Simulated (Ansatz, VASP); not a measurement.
**Sb: VASP beside Ansatz**

```xyz
2
Lattice="0.0000 3.4691 3.4691 3.4691 0.0000 3.4691 3.4691 3.4691 0.0000" Properties=species:S:1:pos:R:3 pbc="T T T"
Sb    0.0000    0.0000    0.0000
Sb    1.7346    1.7346    1.7346
```

Alike in both runs: task relaxation of cell and atoms; functional PBE; k mesh 14 × 14 × 14; occupations gaussian, width 0.1 eV; no spin polarisation.

|  | VASP | Ansatz |
| --- | --- | --- |
| version | VASP 6.6.1 | Ansatz 0.2.0 |
| potentials or method | VASP PAW PBE potentials, release 64 (Sb), cutoff 600 eV | scalar-relativistic, plane waves, PAW |
| valence electrons in the cell | 10 | 30 |

```csv
,VASP,Ansatz,Ansatz less VASP
"gap on the k mesh at the Fermi level, each at its own relaxed structure (eV)",none,none,-
relaxed volume (Å³/atom),42.68,42.68,-0.002
relaxed length of the cell vector where the two differ most in proportion (Å),4.942,4.942,-0.0001
```

A gap of «none» marks a metal or a gap that the smearing closes. VASP's potentials hold 10 valence electrons a cell and Ansatz's 30, so a difference there can come from the potentials and not from the codes.

Neither program's run includes spin-orbit coupling.
